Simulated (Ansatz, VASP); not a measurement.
# One calculation of Os, two programs

The input INCAR:

```
PREC = Accurate
ENCUT = 520
EDIFF = 1E-6
ISMEAR = -1
SIGMA = 0.1
LREAL = False
LASPH = True
NELM = 60
ALGO = Normal
ISIF = 2
LWAVE = False
LCHARG = True
GGA = RP
LELF = True
LVHAR = True
NBANDS = 15
```

KPOINTS

```
Automatic mesh
0
Gamma
  21 21 12
```

File POSCAR:

```
Os
1.0
    2.8373298370      0.0000000000      0.0000000000
   -1.4186649185      2.4571997178      0.0000000000
    0.0000000000      0.0000000000      4.4701941320
Os
2
Direct
    0.3333333333      0.6666666667      0.2500000000
    0.6666666667      0.3333333333      0.7500000000
```

Input for Ansatz:

```yaml
crystal:
  lattice:
    - [2.837329837, 0.0, 0.0]
    - [-1.4186649185, 2.4571997178, 0.0]
    - [0.0, 0.0, 4.470194132]
  atoms:
    - { symbol: Os, position: [0.3333333333, 0.6666666667, 0.25] }
    - { symbol: Os, position: [0.6666666667, 0.3333333333, 0.75] }
hamiltonian:
  xc: rpbe
  pseudopotentials:
    kind: paw
    azcp:
      Os: "pseudopotentials/Os.paw.azcp"
basis:
  ecutwfc: 420
  fft_grid_basis: typed
kpoints:
  mp_grid: { grid: [21, 21, 12], shift: [0, 0, 0] }
magnetization:
  spin_polarized: false
scf:
  occupations: { method: fermi_dirac, width: 0.1 }
output:
  stress: true
```

Alike in both runs: task single point; functional RPBE; k mesh 21 × 21 × 12; occupations fermi-dirac, width 0.1 eV; no spin polarisation.

```csv
,VASP,Ansatz
version,VASP 6.6.1,Ansatz 0.2.0
potentials or method,"VASP PAW PBE potentials, release 64 (Os), cutoff 520 eV","plane waves (420 eV) with PAW, scalar-relativistic"
valence electrons in the cell,16,32
```

|  | VASP | Ansatz | Ansatz less VASP |
| --- | --- | --- | --- |
| pressure (GPa) | -25.0 | -24.4 | +0.62 |
| traceless stress, the component that is largest in VASP (GPa) | -0.79 | -0.73 | +0.058 |

VASP's potentials were made for PBE, not for RPBE. VASP's potentials hold 16 valence electrons a cell and Ansatz's 32, so a difference there can come from the potentials and not from the codes.

Spin-orbit coupling is off throughout.
